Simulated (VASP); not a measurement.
Set up this calculation in VASP 6.6.1, as the native input.

```yaml
Task: single point
Functional: PBE
Potentials_or_basis: VASP PAW PBE potentials, release 64 (Na_pv, Cd, Mo_sv)
Cutoff: 520 eV
k_mesh: 6 × 6 × 2
Occupations: gaussian, width 0.1 eV
Spin: collinear spin
Starting_moments: "[0.0, 0.0, 0.0, 0.0, 0.0, 0.0, 0.0, 0.0, 1.0] μB"
Dipole_correction: no
Further_INCAR_settings: ALGO = Normal; EDIFF = 1e-06; NBANDS = 54
```

The structure of Na6Cd2Mo lies in POSCAR:

```
Na6Cd2Mo
1.0
    5.0835326868      0.0000000000      0.0000000000
   -2.5417663434      4.4024684478      0.0000000000
    0.0000000000      0.0000000000     12.6671597836
Na Cd Mo
6 2 1
Direct
    0.3333333333      0.6666666667      0.7683962777
    0.6666666667      0.3333333333      0.7683962777
    0.6666666667      0.3333333333      0.2316037223
    0.3333333333      0.6666666667      0.2316037223
    0.3333333333      0.6666666667      0.5000000000
    0.6666666667      0.3333333333      0.5000000000
    0.3333333333      0.6666666667      0.0000000000
    0.6666666667      0.3333333333      0.0000000000
    0.0000000000      0.0000000000      0.0000000000
```

The cell was generated, and may not be a known phase.

These files were run (other wordings do the same):

INCAR

```
SYSTEM = Na6Cd2Mo
PREC     = Accurate       ! precision mode
ENCUT    = 520            ! plane-wave cutoff, eV
EDIFF    = 1E-6           ! SCF threshold, eV
ISMEAR   = 0              ! smearing method
SIGMA    = 0.1            ! smearing width, eV
LREAL    = .False.        ! projectors in reciprocal space
LASPH    = .True.         ! aspherical terms in the spheres
NELM     = 150            ! most SCF steps
ALGO     = Normal         ! electronic algorithm
ISIF     = 2              ! what is computed and relaxed
LWAVE    = .False.        ! write WAVECAR
LCHARG   = .True.         ! write CHGCAR
ISPIN    = 2              ! spin polarisation
MAGMOM   = 0 0 0 0 0 0 0 0 1 ! initial moments
LORBIT   = 11             ! projections on sites
LMAXMIX  = 4              ! l up to which the mixer works
GGA      = PE             ! functional
LELF     = .True.         ! ELF
LVHAR    = .True.       
NBANDS   = 54             ! bands
```

KPOINTS

```
regular mesh
0
Gamma
  6 6 2
  0 0 0
```

Potentials or basis: VASP PAW PBE potentials, release 64 (Na_pv, Cd, Mo_sv).

Run with:

```sh
$ cat potpaw_PBE.64/Na_pv/POTCAR potpaw_PBE.64/Cd/POTCAR potpaw_PBE.64/Mo_sv/POTCAR > POTCAR
$ mpirun -np 1 vasp_std > vasp.out
```

It gave:

```yaml
Pressure: 1.1 GPa
Largest_force: 0.058 eV/Å
Net_moment: 3.44 μB per cell
Site_moments: Na -0.01, -0.00 (each value once); Cd +0.01; Mo +2.89 μB
Valence_electrons_inside_the_program's_atomic_spheres: Na 6.08, 6.09 (each value once); Cd 10.38; Mo 12.14
```

It took 8.9 min on 1 thread of Intel(R) Xeon(R) Platinum 8559C (Emerald Rapids) (shared host), peak memory 0.68 GiB.
